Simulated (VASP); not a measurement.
# TaN (P-6m2) in VASP: notebook, part 2 of 2

VASP 6.6.1. The steps go on from the part before.

## 6. Single point, PBE

This run uses another cell than the first one, of 11.21 Å³/atom, 1.040 times its volume.

File INCAR:

```
PREC     = Accurate       # precision mode
ENCUT    = 600            # plane-wave cutoff, eV
EDIFF    = 1E-6           # SCF threshold, eV
ISMEAR   = -1             # smearing method
SIGMA    = 0.05           # smearing width, eV
LREAL    = F              # projectors in reciprocal space
LASPH    = T              # aspherical terms in the spheres
NELM     = 120            # most SCF steps
ALGO     = Normal         # electronic algorithm
ISIF     = 2              # what is computed and relaxed
LWAVE    = F              # write WAVECAR
LCHARG   = F              # write CHGCAR
GGA      = PE             # functional
NBANDS   = 15             # bands
GGA_COMPAT= F
```

File KPOINTS:

```
regular mesh
0
Gamma
  10 10 9
```

File POSCAR:

```
TaN
1.0
    2.9766634530      0.0000000000      0.0000000000
   -1.4883317214      2.5778661713      0.0000000000
    0.0000000000      0.0000000000      2.9209408003
Ta N
1 1
Direct
    0.3333333333      0.6666666667      0.5000000000
    0.0000000000      0.0000000000      0.0000000000
```

Potentials or basis: VASP PAW PBE potentials, release 64 (Ta_pv, N).

Run with:

```bash
$ cat potpaw_PBE.64/Ta_pv/POTCAR potpaw_PBE.64/N/POTCAR > POTCAR
$ mpirun -np 1 vasp_std > vasp.out
```

OUTCAR:

```text
PREC = Accurate
   ENCUT = 600
   EDIFF = 1E-6
   ISMEAR = -1
   LREAL = F
   LASPH = T
   NELM = 120
   ISIF = 2
   GGA = PE

 ion  position               nearest neighbor table
   1  0.333  0.667  0.500-   2 2.26   2 2.26   2 2.26   2 2.26   2 2.26   2 2.26
   2  0.000  0.000  0.000-   1 2.26   1 2.26   1 2.26   1 2.26   1 2.26   1 2.26

  LATTYP: Found a hexagonal cell.
 ALAT       =     2.9766634530
 C/A-ratio  =     0.9812801637

  Lattice vectors:

 A1 = (   2.9766634530,   0.0000000000,   0.0000000000)
 A2 = (  -1.4883317214,   2.5778661713,   0.0000000000)
 A3 = (   0.0000000000,   0.0000000000,   2.9209408003)

Analysis of symmetry for initial positions (statically):
=====================================================================
 Subroutine PRICEL returns:
 Original cell was already a primitive cell.

 Routine SETGRP: Setting up the symmetry group for a
 hexagonal supercell.

 Subroutine GETGRP returns: Found 12 space group operations
 (whereof 12 operations were pure point group operations)
 out of a pool of 24 trial point group operations.

The static configuration has the point symmetry D_3h.

[... 164 lines left out ...]
 fundamental gap:      0.2798722542
 Fermi energy:         7.9098357012

 k-point     1 :       0.0000    0.0000    0.0000
  band No.  band energies     occupation
      1     -27.1161      2.00000
      2     -26.8700      2.00000
      3     -26.8700      2.00000
      4      -9.6354      2.00000
      5       3.4552      2.00000
      6       3.4552      2.00000
      7       3.8153      2.00000
      8       4.9725      2.00000
      9       9.7676      0.00000
     10      11.2544      0.00000
     11      11.2544      0.00000
     12      11.6295      0.00000
     13      11.6295      0.00000
     14      20.6907      0.00000
[... 401 lines left out ...]
      2     -27.1136      2.00000
      3     -27.0794      2.00000
      4      -7.4922      2.00000
      5       0.0427      2.00000
      6       2.6462      2.00000
      7       3.7997      2.00000
      8       5.6723      2.00000
      9      10.3026      0.00000
     10      11.2657      0.00000
     11      12.1206      0.00000
     12      13.3632      0.00000
     13      16.4021      0.00000
     14      19.1566      0.00000
     15      21.0725      0.00000

 [... further k-points ...]
[... 5 lines left out ...]
  --------------------------------------------------------------------------------------
  -------------------------------------------------------------------------------------
  Total       -1.0758783     -1.0758783     -1.1157051     -0.0000000      0.0000000      0.0000000
  in kB      -76.9061129    -76.9061131    -79.7530211     -0.0000002      0.0000000      0.0000000
  external PRESSURE =     -77.8550824 kB  Pullay stress =       0.0000000 kB

 VOLUME and BASIS-vectors are now :
 -----------------------------------------------------------------------------
  energy-cutoff  :      600.00
  volume of cell :       22.41
      direct lattice vectors                 reciprocal lattice vectors
     2.976663453  0.000000000  0.000000000     0.335946611  0.193958866  0.000000000
    -1.488331721  2.577866171  0.000000000     0.000000000  0.387917733  0.000000000
     0.000000000  0.000000000  2.920940800     0.000000000  0.000000000  0.342355449

 POSITION                                       TOTAL-FORCE (eV/Angst)
 -----------------------------------------------------------------------------------
      0.00000      1.71858      1.46047         0.000000     -0.000000      0.000000
      0.00000      0.00000      0.00000        -0.000000      0.000000      0.000000
 -----------------------------------------------------------------------------------
    total drift:                               -0.000000      0.000000     -0.000000

  FREE ENERGIE OF THE ION-ELECTRON SYSTEM (eV)
  ---------------------------------------------------
  free  energy   TOTEN  =       -22.4365637405 eV

  energy  without entropy=      -22.4362132652  energy(sigma->0) =      -22.43638850
```

stdout:

```text
POSCAR found type information on POSCAR TaN
 POSCAR found :  2 types and       2 ions
 scaLAPACK will be used
 LDA part: xc-table for (Slater+PW92), standard interpolation
 POSCAR, INCAR and KPOINTS ok, starting setup
 FFT: planning ... GRIDC
 FFT: planning ... GRID_SOFT
 FFT: planning ... GRID
 WAVECAR not read
 entering main loop
```

It took 13 s on 1 thread of AMD EPYC 9R45 (Zen 5), shared host; peak memory 0.13 GiB.

What came out:

| Property | Result |
| --- | --- |
| Free energy | -22.4366 eV |
| Pressure | -7.8 GPa |
| Band gap on the k mesh | zero (band 8 reaches 8.07 eV, above the bottom of band 9 at 7.79 eV) |

Stress tensor (GPa, compression positive):
```
-7.69  0.00  0.00
 0.00 -7.69  0.00
 0.00  0.00 -7.98
```

Caveat: spin-orbit coupling is left out, which moves the levels of the heavy elements.

## 7. The runs side by side

```csv
task,level,potentials or basis,U,cell,second run,gap on the mesh (eV),pressure (GPa),relaxed volume (Å³/atom)
relaxation of cell and atoms,PBE+U,"VASP PAW PBE potentials, release 64 (Ta_sv_GW, N)",Ta d U = 6.0 eV,"relaxed from a = 2.938, b = 2.938, c = 2.883 Å, angles 90.0, 90.0, 120.0°, 2 atoms",valence_matched,none,0.0,11.56
relaxation of cell and atoms,PBE+U,"VASP PAW PBE potentials, release 64 (Ta_sv_GW, N)",Ta d U = 2.0 eV,"relaxed from a = 2.938, b = 2.938, c = 2.883 Å, angles 90.0, 90.0, 120.0°, 2 atoms",valence_matched,none,-0.1,11.12
single point,PBE,"VASP PAW PBE potentials, release 64 (Ta_pv, N)",-,"a = 2.878, b = 2.878, c = 2.824 Å, angles 90.0, 90.0, 120.0°, 2 atoms",-,none,30.9,-
single point,PBE,"VASP PAW PBE potentials, release 64 (Ta_pv, N)",-,"a = 2.957, b = 2.957, c = 2.902 Å, angles 90.0, 90.0, 120.0°, 2 atoms",-,none,-1.6,-
single point,PBE,"VASP PAW PBE potentials, release 64 (Ta_pv, N)",-,"a = 2.977, b = 2.977, c = 2.921 Å, angles 90.0, 90.0, 120.0°, 2 atoms",-,none,-7.8,-
```

Alike in all rows: no spin polarisation; k mesh 10 × 10 × 9; cutoff (eV) 600; smearing fermi-dirac 0.05 eV.

Caveats: spin-orbit coupling is left out, which moves the levels of the heavy elements; U without spin polarisation on a metal has little footing (some runs).

Total energies depend on the potentials used, so only differences within one code and one set of settings carry meaning.
